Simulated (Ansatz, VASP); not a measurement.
# LiMgBN2: VASP beside Ansatz

Contents of INCAR:

```
PREC     = Accurate       # precision mode
ENCUT    = 520            # plane-wave cutoff, eV
EDIFF    = 1E-6           # SCF threshold, eV
ISMEAR   = 0              # smearing method
SIGMA    = 0.05           # smearing width, eV
LREAL    = F              # projectors in reciprocal space
LASPH    = T              # aspherical terms in the spheres
NELM     = 100            # most SCF steps
ALGO     = Normal         # electronic algorithm
ISIF     = 2              # what is computed and relaxed
LWAVE    = F              # write WAVECAR
LCHARG   = F              # write CHGCAR
GGA      = PS             # functional
NBANDS   = 17             # bands
```

The input KPOINTS:

```
Automatic mesh
0
Gamma
  8 8 8
```

The input POSCAR:

```
LiMgBN2
1.0
   -1.8441306648      1.8441306648      4.3180788837
    1.8441306648     -1.8441306648      4.3180788837
    1.8441306648      1.8441306648     -4.3180788837
Li Mg B N
1 1 1 2
Direct
    0.2500000000      0.7500000000      0.5000000000
    0.7500000000      0.2500000000      0.5000000000
    0.5000000000      0.5000000000      0.0000000000
    0.6426409604      0.6426409604      0.0000000000
    0.3573590396      0.3573590396      0.0000000000
```

Input for Ansatz:

```yaml
crystal:
  lattice:
    - [-1.8441306648, 1.8441306648, 4.3180788837]
    - [1.8441306648, -1.8441306648, 4.3180788837]
    - [1.8441306648, 1.8441306648, -4.3180788837]
  atoms:
    - { symbol: Li, position: [0.25, 0.75, 0.5] }
    - { symbol: Mg, position: [0.75, 0.25, 0.5] }
    - { symbol: B, position: [0.5, 0.5, 0.0] }
    - { symbol: "N", position: [0.6426409604, 0.6426409604, 0.0] }
    - { symbol: "N", position: [0.3573590396, 0.3573590396, 0.0] }
basis:
  ecutwfc: 520.0
kpoints:
  mp_grid: { grid: [8, 8, 8] }
hamiltonian:
  xc: pbesol
  pseudopotentials: { kind: paw }
scf:
  occupations: { method: gaussian, width: 0.05 }
output:
  forces: true
  stress: true
  eigenvalues: true
```

Alike in both runs: task single point; functional PBEsol; k mesh 8 × 8 × 8; occupations gaussian, width 0.05 eV; no spin polarisation.

```csv
,VASP,Ansatz
version,VASP 6.6.1,Ansatz 0.2.0
potentials or method,"VASP PAW PBE potentials, release 64 (Li_sv, Mg, B, N), cutoff 520 eV","scalar-relativistic, plane waves, PAW"
valence electrons in the cell,18,26
```

```tsv
	VASP	Ansatz	Ansatz less VASP
gap on the k mesh at the Fermi level (eV)	2.86	2.86	+0.005
least direct gap on the mesh (eV)	3.31	3.33	+0.016
rms of the force components (eV/Å)	2.952	2.951	-0.0017
```

VASP's potentials were made for PBE, not for PBEsol. Atom by atom the forces differ by 0.002 eV/Å (rms over components). With one functional, cell and mesh, what is left measures potentials, basis and numerics. VASP's potentials hold 18 valence electrons a cell and Ansatz's 26, so a difference there can come from the potentials and not from the codes.

Noted on VASP's run: the cutoff is under 1.25 times that of the potentials, so the pressure is a little rough.
